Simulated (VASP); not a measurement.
Write the native input for VASP 6.6.1 that does the following.

| Quantity | Value |
| --- | --- |
| Task | relaxation of cell and atoms |
| Functional | PBE |
| Potentials or basis | VASP PAW PBE potentials, release 64 (Pb_d) |
| Cutoff | 600 eV |
| k mesh | 11 × 11 × 11 |
| Occupations | fermi-dirac, width 0.1 eV |
| Spin | no spin polarisation |
| Dipole correction | no |
| Further INCAR settings | ALGO = Normal; EDIFF = 1e-06; IBRION = 2; EDIFFG = -0.005; NSW = 60; ISIF = 3 |

The structure of Pb lies in POSCAR:

```
Pb
1.0
    0.0000000000      3.4168854378      3.4168854378
    3.4168854378      0.0000000000      3.4168854378
    3.4168854378      3.4168854378      0.0000000000
Pb
2
Direct
   -0.1250000000     -0.1250000000     -0.1250000000
    0.1250000000      0.1250000000      0.1250000000
```

These files were run (other wordings do the same):

INCAR

```
  PREC = Accurate
  ENCUT = 600
  EDIFF = 1E-6
  ISMEAR = -1
  SIGMA = 0.1
  LREAL = False
  LASPH = True
  NELM = 80
  ALGO = Normal
  ISIF = 3
  LWAVE = False
  LCHARG = False
  GGA = PE
  IBRION = 2
  NSW = 60
  EDIFFG = -0.005
```

KPOINTS

```
Automatic mesh
0
Gamma
  11 11 11
```

Potentials or basis: VASP PAW PBE potentials, release 64 (Pb_d).

Command:

```console
$ cat potpaw_PBE.64/Pb_d/POTCAR > POTCAR
$ mpirun -np 1 vasp_std > vasp.out
```

It gave:

```json
{
 "Relaxed volume": "43.97 Å³/atom",
 "Relaxed cell": "a = 4.992 Å, b = 4.992 Å, c = 4.992 Å, α = 60.00°, β = 60.00°, γ = 60.00°",
 "Space group after relaxing (to 0.05 Å)": "Fd-3m (No. 227)",
 "Energy gained by relaxing": "36.2 meV/atom",
 "Ionic steps": "3",
 "Pressure after relaxing": "0.0 GPa",
 "Band gap on the k mesh": "zero (band 14 reaches 4.03 eV, above the bottom of band 15 at 3.02 eV)"
}
```

Caveat: spin-orbit coupling is left out, which moves the levels of the heavy elements.

Run time: 4.2 min on 1 thread of Intel Xeon 8259CL, with other jobs on the host, peak memory 0.29 GiB.
